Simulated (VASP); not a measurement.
Here is a VASP 6.6.1 calculation.

Contents of INCAR:

```
PREC = Accurate ; ENCUT = 520
EDIFF = 1E-6 ; ISMEAR = 0
SIGMA = 0.15 ; LREAL = False
LASPH = True ; NELM = 100
ALGO = Normal ; ISIF = 2
LWAVE = False ; LCHARG = False
GGA = PE ; NBANDS = 19
```

File KPOINTS:

```
regular mesh
0
Gamma
  12 12 8
```

The input POSCAR:

```
TiTe2
1.0
    3.5881508432      0.0000000000      0.0000000000
   -1.7940754216      3.1074297828      0.0000000000
    0.0000000000      0.0000000000      6.3355500000
Ti Te
1 2
Direct
    0.0000000000      0.0000000000      0.0000000000
    0.6666666667      0.3333333333      0.2628000000
    0.3333333333      0.6666666667      0.7372000000
```

Potentials or basis: VASP PAW PBE potentials, release 64 (Ti_sv, Te).

Launch:

```bash
$ cat potpaw_PBE.64/Ti_sv/POTCAR potpaw_PBE.64/Te/POTCAR > POTCAR
$ mpirun -np 1 vasp_std > vasp.out
```

(1) Estimate the pressure.

(2) What does it give for the largest force?

Answers

(1) 11.6 GPa.

(2) 1.213 eV/Å.

Caveat: the cell differs from its parent crystal (strain -0.050 along x and y, -0.025 along z); the cell stands under pressure; this functional lacks dispersion, which binds the layers, so the pressure and a relaxed spacing across them are unreliable; forces of over 1 eV/Å act on the atoms, so gaps and moduli don't describe the material at rest.
